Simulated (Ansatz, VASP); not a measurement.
One calculation of Ge, two programs

INCAR

```
PREC = Accurate
ENCUT = 520
EDIFF = 1E-7
ISMEAR = -1
SIGMA = 0.02
LREAL = False
LASPH = True
NELM = 80
ALGO = Normal
ISIF = 2
LWAVE = False
LCHARG = True
GGA = PE
LELF = True
LVHAR = True
NBANDS = 21
```

File KPOINTS:

```
Automatic mesh
0
Gamma
  8 8 8
```

File POSCAR:

```
Ge
1.0
   -0.0252940762      2.8399481710      2.8399481710
    2.8399481710     -0.0252940762      2.8399481710
    2.8399481710      2.8399481710     -0.0252940762
Ge
2
Direct
   -0.0005465283     -0.0005465283     -0.0005465283
    0.2505465283      0.2505465283      0.2505465283
```

Input for Ansatz:

```yaml
crystal:
  lattice:
    - [-0.0252940762, 2.839948171, 2.839948171]
    - [2.839948171, -0.0252940762, 2.839948171]
    - [2.839948171, 2.839948171, -0.0252940762]
  atoms:
    - { symbol: Ge, position: [-0.0005465283, -0.0005465283, -0.0005465283] }
    - { symbol: Ge, position: [0.2505465283, 0.2505465283, 0.2505465283] }
kpoints:
  mp_grid: { grid: [8, 8, 8] }
  band_path:
    path:
      - [0.0, 0.0, 0.0]
      - [0.5, 0.0, 0.5]
      - [0.625, 0.25, 0.625]
      - [0.375, 0.375, 0.75]
      - [0.5, 0.5, 0.5]
      - [0.5, 0.25, 0.75]
      - [-0.007324, 0.002604, 0.003906]
    npoints: 1
hamiltonian:
  xc: pbe
scf:
  occupations: { method: fermi_dirac, width: 0.02 }
  n_extra_bands: 4
output:
  forces: true
  stress: true
  eigenvalues: true
  write_density: true
  write_potential: true
  elf: true
  volumetric_format: npy
```

Change from the starting cell: epitaxial_111 strain +1.0%.

Alike in both runs: task single point; functional PBE; k mesh 8 × 8 × 8; occupations fermi-dirac, width 0.02 eV; no spin polarisation.

|  | VASP | Ansatz |
| --- | --- | --- |
| version | VASP 6.6.1 | Ansatz 0.2.0 |
| potentials or method | VASP PAW PBE potentials, release 64 (Ge_d) | plane waves, PAW |
| plane-wave cutoff (eV) | 520 | 420 |
| valence electrons in the cell | 28 | 28 |

|  | VASP | Ansatz | Ansatz less VASP |
| --- | --- | --- | --- |
| pressure (GPa) | 1.8 | 1.9 | +0.04 |
| traceless stress, the component that is largest in VASP (GPa) | 0.50 | 0.50 | -0.002 |
| rms of the force components (eV/Å) | 0.016 | 0.017 | +0.0002 |

Atom by atom the forces differ by 0.000 eV/Å (rms over components).
